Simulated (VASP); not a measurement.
A run of VASP 6.6.1:

File INCAR:

```
PREC = Accurate ; ENCUT = 520
EDIFF = 1E-7 ; ISMEAR = 0
SIGMA = 0.15 ; LREAL = Auto
LASPH = True ; NELM = 100
ALGO = Normal ; ISIF = 2
LWAVE = False ; LCHARG = False
NBANDS = 70
```

Contents of KPOINTS:

```
regular mesh
0
Gamma
  3 3 3
```

File POSCAR:

```
Al32H
1.0
    8.1000000000      0.0000000000      0.0000000000
    0.0000000000      8.1000000000      0.0000000000
    0.0000000000      0.0000000000      8.1000000000
Al H
32 1
Direct
    0.5004519304     -0.0009066283      0.0008474630
    0.7492985463      0.2509070568      0.0008431467
    0.7492870837     -0.0009400502      0.2496859647
    0.0022778283      0.0023969037     -0.0004307714
    0.2474721117      0.2475932324     -0.0004424234
    0.4904773116      0.4905724942     -0.0092383766
    0.7592574043      0.7593558705     -0.0091514785
    0.2474064988      0.0024919103      0.2509166471
    0.5004661789      0.2509982545      0.2496788838
    0.7594441753      0.4904727294      0.2597157821
    0.4992056907      0.0024851670      0.5027147506
    0.7505728154      0.2475616894      0.5026873463
    0.7505491235      0.0023988336      0.7478407030
   -0.0010393494      0.5005708185      0.0008308100
    0.2507767602      0.7494155634      0.0008606260
    0.0023536372      0.2475470049      0.2509076951
    0.2508405631      0.5006147178      0.2496656410
    0.4902958054      0.7596245711      0.2597974454
   -0.0001922278     -0.0000591102      0.5002098910
    0.2499447794      0.2500786141      0.5002017530
    0.5004957507      0.5006310105      0.4993170883
    0.7492577849      0.7493921637      0.4993475141
    0.2499291202     -0.0000517778      0.7503293442
    0.4992265852      0.2475833280      0.7478030513
    0.7493236715      0.5005580903      0.7512060391
   -0.0011002020      0.7494336693      0.2496980441
    0.0023408475      0.4993282088      0.5026894464
    0.2474167904      0.7506940527      0.5027111656
   -0.0001817276      0.2500593858      0.7503264031
    0.2474682931      0.4993403862      0.7478093710
    0.5004272727      0.7494535114      0.7512334684
    0.0022847842      0.7506619600      0.7478355672
    0.6247212621      0.6250358682      0.1255826982
```

Potentials or basis: VASP PAW LDA potentials, release 64 (Al, H).

The run is started by

```sh
$ cat potpaw_LDA.64/Al/POTCAR potpaw_LDA.64/H/POTCAR > POTCAR
$ mpirun -np 1 vasp_std > vasp.out
```

Hardware: 1 thread of Oxide Virtual Turin-like Processor (shared host).

Problem. How long does it take, and how much memory?

Solution. It took 16 min on 1 thread of Oxide Virtual Turin-like Processor, with other jobs on the host, peak memory 0.53 GiB. Counts: scf iterations 17, k points 14.
